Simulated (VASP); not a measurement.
# Rh (Pm-3m) in VASP: single point with PBEsol

Aim: the single point of Rh with PBEsol.

Program: VASP 6.6.1. These are calculated values, not measurements. Logs are shortened: lines on timing, memory, paths and dates and some standing lists are left out, and cuts for length are marked.

## (1) The cell of the first run

The structure is cubic, space group Pm-3m (No. 221). The conventional cell has a = 3.927 Å, b = 3.927 Å, c = 3.927 Å, α = 90.00°, β = 90.00°, γ = 90.00°. Within 3.7 Å of Rh (site symmetry 4/mmm) lie 8 Rh at 2.78 Å.

## (2) Single point, PBEsol

INCAR

```
PREC     = Accurate       # precision mode
ENCUT    = 520            # plane-wave cutoff, eV
EDIFF    = 1E-6           # SCF threshold, eV
ISMEAR   = -1             # smearing method
SIGMA    = 0.1            # smearing width, eV
LREAL    = False          # projectors in reciprocal space
LASPH    = True           # aspherical terms in the spheres
NELM     = 100            # most SCF steps
ALGO     = Normal         # electronic algorithm
ISIF     = 2              # what is computed and relaxed
LWAVE    = False          # write WAVECAR
LCHARG   = True           # write CHGCAR
GGA      = PS             # functional
LELF     = True           # ELF
LVHAR    = True         
NBANDS   = 30             # bands
```

KPOINTS

```
Automatic mesh
0
Gamma
  6 6 6
```

POSCAR

```
Rh
1.0
    3.9270000000      0.0000000000      0.0000000000
    0.0000000000      3.9270000000      0.0000000000
    0.0000000000      0.0000000000      3.9270000000
Rh
3
Direct
    0.0000000000      0.5000000000      0.5000000000
    0.5000000000      0.0000000000      0.5000000000
    0.5000000000      0.5000000000      0.0000000000
```

Potentials or basis: VASP PAW PBE potentials, release 64 (Rh_pv).

Command:

```bash
$ cat potpaw_PBE.64/Rh_pv/POTCAR > POTCAR
$ mpirun -np 1 vasp_std > vasp.out
```

OUTCAR:

```text
PREC = Accurate
   ENCUT = 520
   EDIFF = 1E-6
   ISMEAR = -1
   LREAL = False
   LASPH = True
   NELM = 100
   ISIF = 2
   GGA = PS

 ion  position               nearest neighbor table
   1  0.000  0.500  0.500-   2 2.78   3 2.78   3 2.78   2 2.78   2 2.78   3 2.78   3 2.78   2 2.78

   2  0.500  0.000  0.500-   1 2.78   3 2.78   3 2.78   1 2.78   3 2.78   3 2.78   1 2.78   1 2.78

   3  0.500  0.500  0.000-   1 2.78   2 2.78   1 2.78   2 2.78   2 2.78   2 2.78   1 2.78   1 2.78

  LATTYP: Found a simple cubic cell.
 ALAT       =     3.9270000000

  Lattice vectors:

 A1 = (   3.9270000000,   0.0000000000,   0.0000000000)
 A2 = (   0.0000000000,   3.9270000000,   0.0000000000)
 A3 = (   0.0000000000,   0.0000000000,   3.9270000000)

Analysis of symmetry for initial positions (statically):
=====================================================================
 Subroutine PRICEL returns:
 Original cell was already a primitive cell.

 Routine SETGRP: Setting up the symmetry group for a
 simple cubic supercell.

 Subroutine GETGRP returns: Found 48 space group operations
 (whereof 48 operations were pure point group operations)
 out of a pool of 48 trial point group operations.

The static configuration has the point symmetry O_h .

Analysis of symmetry for dynamics (positions and initial velocities):
=====================================================================
 Subroutine PRICEL returns:
 Original cell was already a primitive cell.

 Routine SETGRP: Setting up the symmetry group for a
 simple cubic supercell.

 Subroutine GETGRP returns: Found 48 space group operations
 (whereof 48 operations were pure point group operations)
 out of a pool of 48 trial point group operations.

The dynamic configuration has the point symmetry O_h .

 Subroutine INISYM returns: Found 48 space group operations
 (whereof 48 operations are pure point group operations),
 and found     1 'primitive' translations

----------------------------------------------------------------------------------------

                                     Primitive cell

  volume of cell :      60.5596

  direct lattice vectors                    reciprocal lattice vectors
     3.927000000  0.000000000  0.000000000     0.254647313  0.000000000  0.000000000
     0.000000000  3.927000000  0.000000000     0.000000000  0.254647313  0.000000000
     0.000000000  0.000000000  3.927000000     0.000000000  0.000000000  0.254647313

  length of vectors
     3.927000000  3.927000000  3.927000000     0.254647313  0.254647313  0.254647313

  position of ions in fractional coordinates (direct lattice)
     0.000000000  0.500000000  0.500000000
     0.500000000  0.000000000  0.500000000
     0.500000000  0.500000000  0.000000000

  ion indices of the primitive-cell ions
   primitive index   ion index
                 1           1
                 2           2
                 3           3

----------------------------------------------------------------------------------------

 KPOINTS: Automatic mesh

Automatic generation of k-mesh.
 Grid dimensions read from file:
 generate k-points for:    6    6    6

 Generating k-lattice:

  Cartesian coordinates                     Fractional coordinates (reciprocal lattice)
     0.042441219  0.000000000  0.000000000     0.166666667  0.000000000  0.000000000
     0.000000000  0.042441219  0.000000000     0.000000000  0.166666667  0.000000000
     0.000000000  0.000000000  0.042441219     0.000000000  0.000000000  0.166666667

  Length of vectors
     0.042441219  0.042441219  0.042441219

  Shift w.r.t. Gamma in fractional coordinates (k-lattice)
     0.000000000  0.000000000  0.000000000

 Subroutine IBZKPT returns following result:
 ===========================================

 Found     20 irreducible k-points:

 Following reciprocal coordinates:
            Coordinates               Weight
  0.000000  0.000000  0.000000      1.000000
  0.166667  0.000000  0.000000      6.000000
  0.333333  0.000000  0.000000      6.000000
  0.500000  0.000000  0.000000      3.000000
  0.166667  0.166667  0.000000     12.000000
  0.333333  0.166667  0.000000     24.000000
[... 12 lines left out ...]
  0.500000  0.500000  0.333333      6.000000
  0.500000  0.500000  0.500000      1.000000
   k-points           NKPTS =     20   k-points in BZ     NKDIM =     20   number of bands    NBANDS=     30
   number of dos      NEDOS =    301   number of ions     NIONS =      3
   total plane-waves  NPLWV =  27000
   dimension x,y,z NGX =    30 NGY =   30 NGZ =   30
   dimension x,y,z NGXF=    60 NGYF=   60 NGZF=   60
   ions per type =               3
   NGX,Y,Z   is equivalent  to a cutoff of  12.70, 12.70, 12.70 a.u.
   NGXF,Y,Z  is equivalent  to a cutoff of  25.40, 25.40, 25.40 a.u.
 SYSTEM =  unknown system
   PREC   = accura    normal or accurate (medium, high low for compatibility)
   ISTART =      0    job   : 0-new  1-cont  2-samecut
   ICHARG =      2    charge: 1-file 2-atom 10-const
   ISPIN  =      1    spin polarized calculation?
   LNONCOLLINEAR =      F non collinear calculations
   LSORBIT =      F    spin-orbit coupling
   LASPH  =      T    aspherical Exc in radial PAW
   ENCUT  =  520.0 eV  38.22 Ry    6.18 a.u.   7.30  7.30  7.30*2*pi/ulx,y,z
   NELM   =    100;   NELMIN=  2; NELMDL= -5     # of ELM steps
   EDIFF  = 0.1E-05   stopping-criterion for ELM
   LREAL  =      F    real-space projection
   EDIFFG = 0.1E-04   stopping-criterion for IOM
   NSW    =      0    number of steps for IOM
   IBRION =     -1    ionic relax: 0-MD 1-quasi-New 2-CG
   NFREE  =      0    steps in history (QN), initial steepest desc. (CG)
   ISIF   =      2    stress and relaxation
   ISYM   =      2    0-nonsym 1-usesym 2-fastsym
   POTIM  = 0.5000    time-step for ionic-motion
   TEBEG  =    0.0;   TEEND  =   0.0 temperature during run
   PSTRESS=    0.0 pullay stress
   NELECT =      45.0000    total number of electrons
   NUPDOWN=      -1.0000    fix difference up-down
   EMIN   =  10.00;   EMAX   =-10.00  energy-range for DOS
   EFERMI =   0.00;   METHOD = LEGACY
   ISMEAR =    -1;   SIGMA  =   0.10  broadening in eV -4-tet -1-fermi 0-gaus
   EFERMI_NEDOS =   21; number of points for ismear=-14 and -15
   IALGO  =     38    algorithm
   IMIX   =      4    mixing-type and parameters
     AMIX     =   0.40;   BMIX     =  1.00
     AMIX_MAG =   1.60;   BMIX_MAG =  1.00
  volume/ion in A,a.u.               =      20.19       136.23
  Fermi-wavevector in a.u.,A,eV,Ry     =   1.482807  2.802100 29.915375  2.198718
  Thomas-Fermi vector in A             =   2.596548
   LORBIT       =      0    0 simple, 1 ext, 2 COOP (PROOUT), +10 PAW based schemes
   GGA     = PS    functional components
   LHFCALC =     F    Hartree Fock is set to
   AEXX    =    0.0000 exact exchange contribution
   IVDW    =     0    specifies the selected vdW correction
   LEPSILON=     F    determine dielectric tensor
   LRPA    =     F    only Hartree local field effects (RPA)
 non-spin polarized calculation
  energy-cutoff  :      520.00
  volume of cell :       60.56
 maximum number of plane-waves:      1654
 NGX is ok and might be reduce to    30
   NGX = 15   NGY = 15   NGZ = 15

 number of electron      44.9999980 magnetization

 Free energy of the ion-electron system (eV)
  ---------------------------------------------------
  ext. energy  EPLUGINS =         0.00000000
  ---------------------------------------------------
  free energy    TOTEN  =       -20.89440033 eV

  energy without entropy =      -20.63584746  energy(sigma->0) =      -20.76512390

 E-fermi :   5.9139     XC(G=0): -11.6733

 val. band max:        5.9077710890   @ k =   0.1667   0.1667   0.1667
 cond. band min:       5.9185085297   @ k =   0.1667   0.1667   0.0000
 fundamental gap:      0.0107374407
 Fermi energy:         5.9139268297

 k-point     1 :       0.0000    0.0000    0.0000
  band No.  band energies     occupation
      1     -40.1615      2.00000
      2     -40.1615      2.00000
      3     -40.1615      2.00000
      4     -39.8197      2.00000
      5     -39.8197      2.00000
      6     -39.8197      2.00000
[... 22 lines left out ...]
     29      16.5650      0.00000
     30      16.5650      0.00000

 k-point     2 :       0.1667    0.0000    0.0000
  band No.  band energies     occupation
      1     -40.1508      2.00000
      2     -40.1508      2.00000
      3     -40.1426      2.00000
      4     -39.8237      2.00000
      5     -39.8237      2.00000
      6     -39.8206      2.00000
[... 22 lines left out ...]
     29      16.5844      0.00000
     30      16.9107      0.00000

 k-point     3 :       0.3333    0.0000    0.0000
  band No.  band energies     occupation
      1     -40.1273      2.00000
      2     -40.1273      2.00000
      3     -40.0954      2.00000
      4     -39.8414      2.00000
      5     -39.8369      2.00000
      6     -39.8369      2.00000
[... 22 lines left out ...]
     29      16.6129      0.00000
     30      16.6856      0.00000

 k-point     4 :       0.5000    0.0000    0.0000
  band No.  band energies     occupation
      1     -40.1139      2.00000
      2     -40.1139      2.00000
      3     -40.0622      2.00000
      4     -39.8775      2.00000
      5     -39.8467      2.00000
      6     -39.8467      2.00000
[... 22 lines left out ...]
     29      16.4411      0.00000
     30      16.8428      0.00000

 k-point     5 :       0.1667    0.1667    0.0000
  band No.  band energies     occupation
      1     -40.1667      2.00000
      2     -40.1400      2.00000
      3     -40.1013      2.00000
      4     -39.8549      2.00000
      5     -39.8264      2.00000
      6     -39.8078      2.00000
[... 22 lines left out ...]
     29      16.7559      0.00000
     30      17.1358      0.00000
[... 394 lines left out ...]
     29      14.1888      0.00000
     30      14.1888      0.00000

 k-point    18 :       0.5000    0.3333    0.3333
  band No.  band energies     occupation
      1     -40.3107      2.00000
      2     -39.9811      2.00000
      3     -39.9744      2.00000
      4     -39.9662      2.00000
      5     -39.9510      2.00000
      6     -39.9154      2.00000
[... 22 lines left out ...]
     29      13.2164      0.00000
     30      13.9447      0.00000

 k-point    19 :       0.5000    0.5000    0.3333
  band No.  band energies     occupation
      1     -40.3339      2.00000
      2     -39.9978      2.00000
      3     -39.9776      2.00000
      4     -39.9776      2.00000
      5     -39.9355      2.00000
      6     -39.9090      2.00000
[... 22 lines left out ...]
     29      13.9755      0.00000
     30      13.9782      0.00000

 k-point    20 :       0.5000    0.5000    0.5000
  band No.  band energies     occupation
      1     -40.3603      2.00000
      2     -39.9977      2.00000
      3     -39.9977      2.00000
      4     -39.9977      2.00000
      5     -39.9090      2.00000
      6     -39.9090      2.00000
[... 22 lines left out ...]
     29      13.1853      0.00000
     30      13.1853      0.00000

------------------------ aborting loop because EDIFF is reached ----------------------------------------

  FORCE on cell =-STRESS in cart. coord.  units (eV):
  Direction    XX          YY          ZZ          XY          YZ          ZX
  --------------------------------------------------------------------------------------
  -------------------------------------------------------------------------------------
  Total      -10.1751755    -10.1751755    -10.1751755      0.0000000     -0.0000000      0.0000000
  in kB     -269.1967333   -269.1967333   -269.1967333      0.0000000     -0.0000000      0.0000000
  external PRESSURE =    -269.1967333 kB  Pullay stress =       0.0000000 kB

 VOLUME and BASIS-vectors are now :
 -----------------------------------------------------------------------------
  energy-cutoff  :      520.00
  volume of cell :       60.56
      direct lattice vectors                 reciprocal lattice vectors
     3.927000000  0.000000000  0.000000000     0.254647313  0.000000000  0.000000000
     0.000000000  3.927000000  0.000000000     0.000000000  0.254647313  0.000000000
     0.000000000  0.000000000  3.927000000     0.000000000  0.000000000  0.254647313

 POSITION                                       TOTAL-FORCE (eV/Angst)
 -----------------------------------------------------------------------------------
      0.00000      1.96350      1.96350         0.000000      0.000000      0.000000
      1.96350      0.00000      1.96350         0.000000      0.000000      0.000000
      1.96350      1.96350      0.00000         0.000000      0.000000      0.000000
 -----------------------------------------------------------------------------------
    total drift:                                0.000000      0.000000     -0.000000

  FREE ENERGIE OF THE ION-ELECTRON SYSTEM (eV)
  ---------------------------------------------------
  free  energy   TOTEN  =       -20.8944003301 eV

  energy  without entropy=      -20.6358474609  energy(sigma->0) =      -20.76512390
```

It took 26 s on 1 thread of Intel Xeon 8259CL, shared host; peak memory 0.18 GiB.

Results:

- Free energy: -20.8944 eV
- Pressure: -26.9 GPa

Levels at points of the mesh, in eV from the Fermi level:
```csv
k point,band 21,band 22,band 23,band 24,band 25,band 26
"(0.00, 0.00, 0.00)",0.21,1.06,1.32,1.32,1.32,4.77
"(0.50, 0.00, 0.00)",-0.63,-0.44,-0.44,-0.28,0.31,1.33
"(0.50, 0.50, 0.00)",-1.00,-0.94,-0.44,0.05,0.74,2.81
"(0.50, 0.50, 0.50)",-0.03,1.02,1.02,1.02,1.24,2.90
```

Caveat: the PAW data sets were made with another functional, which shifts forces and pressure a little.
